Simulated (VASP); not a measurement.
Wanted: the native input for a VASP 6.6.1 run.

```yaml
Task: single point
Functional: r2SCAN
Potentials_or_basis: VASP PAW PBE potentials, release 64 (Li_sv, H)
Cutoff: 520 eV
k_mesh: 10 × 10 × 10
Occupations: gaussian, width 0.01 eV
Spin: no spin polarisation
Dipole_correction: no
Further_INCAR_settings: ALGO = Normal; EDIFF = 1e-07; NBANDS = 9
```

LiH:

```
Li H
1.0
     0.00000    2.11937    1.96671
     2.11937    0.00000    1.96671
     2.11937    2.11937    0.00000
Li H
1 1
Cartesian
  0.0000 0.0000 0.0000
  2.1194 2.1194 1.9667
```

This cell differs from its parent crystal: epitaxial xy strain +5.8%.

The input as run:

POSCAR

```
LiH
1.0
    0.0000000000      2.1193688414      1.9667136018
    2.1193688414      0.0000000000      1.9667136018
    2.1193688414      2.1193688414      0.0000000000
Li H
1 1
Direct
    0.0000000000      0.0000000000      0.0000000000
    0.5000000000      0.5000000000      0.5000000000
```

INCAR.step1

```
PREC = Accurate
ENCUT = 520
ISMEAR = 0
SIGMA = 0.01
LREAL = False
LASPH = True
NELM = 60
NBANDS = 9
GGA = PE
ALGO = Normal
EDIFF = 1E-4
LWAVE = True
LCHARG = False
```

INCAR.step2

```
PREC = Accurate
ENCUT = 520
EDIFF = 1E-7
ISMEAR = 0
SIGMA = 0.01
LREAL = False
LASPH = True
NELM = 60
ALGO = Normal
ISIF = 2
LWAVE = False
LCHARG = False
METAGGA = R2SCAN
LMIXTAU = True
NBANDS = 9
ISTART = 1
```

KPOINTS

```
Automatic mesh
0
Gamma
  10 10 10
```

Potentials or basis: VASP PAW PBE potentials, release 64 (Li_sv, H).

Run with:

```console
$ cat potpaw_PBE.64/Li_sv/POTCAR potpaw_PBE.64/H/POTCAR > POTCAR
$ cp INCAR.step1 INCAR
$ mpirun -np 1 vasp_std > vasp.out
$ cp INCAR.step2 INCAR
$ mpirun -np 1 vasp_std > vasp.out
```

It gave:

| Property | Result |
| --- | --- |
| Band gap on the k mesh | 2.97 eV, indirect (least direct gap 3.49 eV) |

Caveat: the cell differs from its parent crystal (epitaxial xy strain +5.8%).

Wall time 37 s on 1 thread of Intel(R) Xeon(R) Platinum 8375C CPU @ 2.90GHz (Ice Lake), with other jobs on the host, peak memory 0.14 GiB.
